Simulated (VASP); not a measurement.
# Ru (P6/mmm) in VASP: a series of runs

The runs below take Ru through relaxation of shape and atoms at fixed volume, with PBE.

Everything below comes from runs of VASP 6.6.1. Logs are shortened: lines on timing, memory, paths and dates and some standing lists are left out, and cuts for length are marked.

### 1 The cell of the first run

Symmetry: P6/mmm, No. 191, hexagonal system. The conventional cell has a = 2.420 Å, b = 2.420 Å, c = 2.224 Å, α = 90.00°, β = 90.00°, γ = 120.00°. Within 2.9 Å of Ru (site symmetry 6/mmm) lie 8 Ru at 2.22 to 2.42 Å.

This isn't the form of Ru at room conditions, which is hcp.

### 2 Relaxation of shape and atoms at fixed volume, PBE

INCAR

```
SYSTEM = Ru
PREC = Accurate
ENCUT = 600
EDIFF = 1E-7
ISMEAR = -1
SIGMA = 0.05
LREAL = .False.
LASPH = .True.
NELM = 100
ALGO = Normal
ISIF = 4
LWAVE = .False.
LCHARG = .False.
GGA = PE
IBRION = 2
NSW = 50
EDIFFG = -0.005
```

KPOINTS

```
Automatic mesh
0
Gamma
  17 17 15
  0 0 0
```

POSCAR

```
Ru
1.0
    2.4199310031      0.0000000000      0.0000000000
   -1.2099655016      2.0957217241      0.0000000000
    0.0000000000      0.0000000000      2.2242952254
Ru
1
Direct
    0.0000000000      0.0000000000      0.0000000000
```

Potentials or basis: VASP PAW PBE potentials, release 64 (Ru_pv).

Launch:

```console
$ cat potpaw_PBE.64/Ru_pv/POTCAR > POTCAR
$ mpirun -np 1 vasp_std > vasp.out
```

OUTCAR:

```text
SYSTEM = Ru
   PREC = Accurate
   ENCUT = 600
   EDIFF = 1E-7
   ISMEAR = -1
   LREAL = .False.
   LASPH = .True.
   NELM = 100
   ISIF = 4
   GGA = PE
   IBRION = 2
   NSW = 50
   EDIFFG = -0.005

 ion  position               nearest neighbor table
   1  0.000  0.000  0.000-

  LATTYP: Found a hexagonal cell.
 ALAT       =     2.4199310031
 C/A-ratio  =     0.9191564646

  Lattice vectors:

 A1 = (   2.4199310031,   0.0000000000,   0.0000000000)
 A2 = (  -1.2099655016,   2.0957217241,   0.0000000000)
 A3 = (   0.0000000000,   0.0000000000,   2.2242952254)

Analysis of symmetry for initial positions (statically):
=====================================================================
 Subroutine PRICEL returns:
 Original cell was already a primitive cell.

 Routine SETGRP: Setting up the symmetry group for a
 hexagonal supercell.

 Subroutine GETGRP returns: Found 24 space group operations
 (whereof 24 operations were pure point group operations)
 out of a pool of 24 trial point group operations.

The static configuration has the point symmetry D_6h.

Analysis of symmetry for dynamics (positions and initial velocities):
=====================================================================
 Subroutine PRICEL returns:
 Original cell was already a primitive cell.

 Routine SETGRP: Setting up the symmetry group for a
 hexagonal supercell.

 Subroutine GETGRP returns: Found 24 space group operations
 (whereof 24 operations were pure point group operations)
 out of a pool of 24 trial point group operations.

The dynamic configuration has the point symmetry D_6h.

 Subroutine INISYM returns: Found 24 space group operations
 (whereof 24 operations are pure point group operations),
 and found     1 'primitive' translations

----------------------------------------------------------------------------------------

                                     Primitive cell

  volume of cell :      11.2805

  direct lattice vectors                    reciprocal lattice vectors
     2.419931003  0.000000000  0.000000000     0.413234922  0.238581294  0.000000000
    -1.209965502  2.095721724  0.000000000     0.000000000  0.477162587  0.000000000
     0.000000000  0.000000000  2.224295225     0.000000000  0.000000000  0.449580608

  length of vectors
[... 91 lines left out ...]
   NELECT =      14.0000    total number of electrons
   NUPDOWN=      -1.0000    fix difference up-down
   EMIN   =  10.00;   EMAX   =-10.00  energy-range for DOS
   EFERMI =   0.00;   METHOD = LEGACY
   ISMEAR =    -1;   SIGMA  =   0.05  broadening in eV -4-tet -1-fermi 0-gaus
   EFERMI_NEDOS =   21; number of points for ismear=-14 and -15
   IALGO  =     38    algorithm
   IMIX   =      4    mixing-type and parameters
     AMIX     =   0.40;   BMIX     =  1.00
     AMIX_MAG =   1.60;   BMIX_MAG =  1.00
  volume/ion in A,a.u.               =      11.28        76.12
  Fermi-wavevector in a.u.,A,eV,Ry     =   1.759305  3.324605 42.112134  3.095155
  Thomas-Fermi vector in A             =   2.828294
   LORBIT       =      0    0 simple, 1 ext, 2 COOP (PROOUT), +10 PAW based schemes
   GGA     = PE    functional components
   LHFCALC =     F    Hartree Fock is set to
   AEXX    =    0.0000 exact exchange contribution
   IVDW    =     0    specifies the selected vdW correction
   LEPSILON=     F    determine dielectric tensor
   LRPA    =     F    only Hartree local field effects (RPA)
 conjugate gradient relaxation of ions
 non-spin polarized calculation
  energy-cutoff  :      600.00
  volume of cell :       11.28
 maximum number of plane-waves:       393
 NGX is ok and might be reduce to    20
   NGX =  9   NGY =  9   NGZ =  9

--------------------------------------- Ionic step        1  -------------------------------------------

 number of electron      13.9999998 magnetization

 Free energy of the ion-electron system (eV)
  ---------------------------------------------------
  ext. energy  EPLUGINS =         0.00000000
  ---------------------------------------------------
  free energy    TOTEN  =        -7.13579332 eV

  energy without entropy =       -7.12799121  energy(sigma->0) =       -7.13189226

------------------------ aborting loop because EDIFF is reached ----------------------------------------

  FORCE on cell =-STRESS in cart. coord.  units (eV):
  Direction    XX          YY          ZZ          XY          YZ          ZX
  --------------------------------------------------------------------------------------
  -------------------------------------------------------------------------------------
  Total        9.6115887      9.6115887     10.3736107     -0.0000000      0.0000000     -0.0000000
  in kB     1365.1385588   1365.1385588   1473.3689094     -0.0000000      0.0000000     -0.0000000
  external PRESSURE =    1401.2153423 kB  Pullay stress =       0.0000000 kB
[... 92 lines left out ...]
--------------------------------------- Ionic step        4  -------------------------------------------

 number of electron      13.9999999 magnetization

 Free energy of the ion-electron system (eV)
  ---------------------------------------------------
  ext. energy  EPLUGINS =         0.00000000
  ---------------------------------------------------
  free energy    TOTEN  =        -7.13859836 eV

  energy without entropy =       -7.13087311  energy(sigma->0) =       -7.13473573

 E-fermi :  16.6592     XC(G=0): -15.1860

 val. band max:       16.6558109822   @ k =   0.2353   0.1765   0.2667
 cond. band min:      16.6711974559   @ k =   0.3529   0.1765   0.3333
 fundamental gap:      0.0153864736
 Fermi energy:        16.6592042101

 k-point     1 :       0.0000    0.0000    0.0000
  band No.  band energies     occupation
      1     -25.7660      2.00000
      2     -25.7660      2.00000
      3     -25.6106      2.00000
      4       7.6308      2.00000
      5       8.7508      2.00000
      6      13.1366      2.00000
      7      13.1366      2.00000
      8      19.6049      0.00000
      9      19.6049      0.00000
     10      27.4052      0.00000
     11      31.4251      0.00000
[... 309 lines left out ...]
 k-point    24 :       0.1765    0.1765    0.0000
  band No.  band energies     occupation
      1     -27.1886      2.00000
      2     -26.2688      2.00000
      3     -25.4372      2.00000
      4       9.8897      2.00000
      5      10.9899      2.00000
      6      11.4026      2.00000
      7      16.9330      0.00834
      8      17.9758      0.00000
      9      18.7157      0.00000
     10      27.4050      0.00000
     11      33.1484      0.00000

 [... further k-points ...]
[... 5 lines left out ...]
  --------------------------------------------------------------------------------------
  -------------------------------------------------------------------------------------
  Total        9.8467901      9.8467901      9.8467961     -0.0000000      0.0000000     -0.0000000
  in kB     1398.5443151   1398.5443151   1398.5451753     -0.0000000      0.0000000     -0.0000000
  external PRESSURE =    1398.5446018 kB  Pullay stress =       0.0000000 kB
[... 16 lines left out ...]
  FREE ENERGIE OF THE ION-ELECTRON SYSTEM (eV)
  ---------------------------------------------------
  free  energy   TOTEN  =        -7.1385983589 eV

  energy  without entropy=       -7.1308731086  energy(sigma->0) =       -7.13473573

 reached required accuracy - stopping structural energy minimisation
```

Run time: 1.7 min. Hardware: 1 thread of Intel Xeon 8259CL, shared host; peak memory 0.16 GiB.

Results:

| Item | Value |
| --- | --- |
| Free energy | -7.1386 eV |
| Energy gained by relaxing | 2.8 meV/atom |
| Ionic steps | 4 |
| Pressure after relaxing | 139.9 GPa |
| Band gap on the k mesh | zero (bands 7 and 8 overlap by 5.23 eV) |

The path:
| step | energy change (eV) | largest force (eV/Å) | pressure (GPa) | volume (Å³) |
| --- | --- | --- | --- | --- |
| 1 | 0.0000 | 0.0000 | 140.12 | 11.28 |
| 2 | 0.0138 | 0.0000 | 140.34 | 11.28 |
| 3 | -0.0028 | 0.0000 | 139.85 | 11.28 |
| 4 | -0.0028 | 0.0000 | 139.85 | 11.28 |

Final structure:
```xyz
1
Lattice="2.4113 0.0000 0.0000 -1.2056 2.0882 0.0000 0.0000 0.0000 2.2403" Properties=species:S:1:pos:R:3 pbc="T T T"
Ru    0.0000    0.0000    0.0000
```

### 3 Relaxation of shape and atoms at fixed volume, PBE

This run uses another cell than the first one, of 12.78 Å³/atom.

INCAR

```
ALGO = Normal
EDIFF = 1E-6
EDIFFG = -0.005
ENCUT = 600
GGA = PE
IBRION = 2
ISIF = 4
ISMEAR = -1
LASPH = True
LCHARG = False
LREAL = False
LWAVE = False
NELM = 100
NSW = 50
PREC = Accurate
SIGMA = 0.05
```

KPOINTS

```
k-points
0
Gamma
  17 17 15
```

POSCAR

```
Ru
1.0
    2.5230287792      0.0000000000      0.0000000000
   -1.2615143896      2.1850070172      0.0000000000
    0.0000000000      0.0000000000      2.3190582127
Ru
1
Direct
    0.0000000000      0.0000000000      0.0000000000
```

Potentials or basis: VASP PAW PBE potentials, release 64 (Ru_pv).

Launch:

```console
$ cat potpaw_PBE.64/Ru_pv/POTCAR > POTCAR
$ mpirun -np 1 vasp_std > vasp.out
```

Run time: 73 s. Hardware: 1 thread of Intel Xeon 8259CL, shared host; peak memory 0.16 GiB.

Results (log left out):

- Free energy: -8.0368 eV
- Energy gained by relaxing: 1.2 meV/atom
- Ionic steps: 3
- Pressure after relaxing: 59.1 GPa
- Band gap on the k mesh: zero (bands 7 and 8 overlap by 4.31 eV)

The path:
```tsv
step	energy change (eV)	largest force (eV/Å)	pressure (GPa)	volume (Å³)
1	0.0000	0.0000	59.18	12.78
2	0.0001	0.0000	59.17	12.78
3	-0.0012	0.0000	59.14	12.78
```

Final structure:
```
CELL_PARAMETERS angstrom
2.51533 0.00000 0.00000
-1.25766 2.17834 0.00000
0.00000 0.00000 2.33328
ATOMIC_POSITIONS crystal
Ru 0.00000 0.00000 0.00000
```

Levels at points of the mesh, in eV from the Fermi level:
```tsv
k point	band 4	band 5	band 6	band 7	band 8	band 9	band 10	band 11
(0.00, 0.00, 0.00)	-8.31	-6.72	-2.90	-2.90	2.42	2.42	10.81	15.01
```
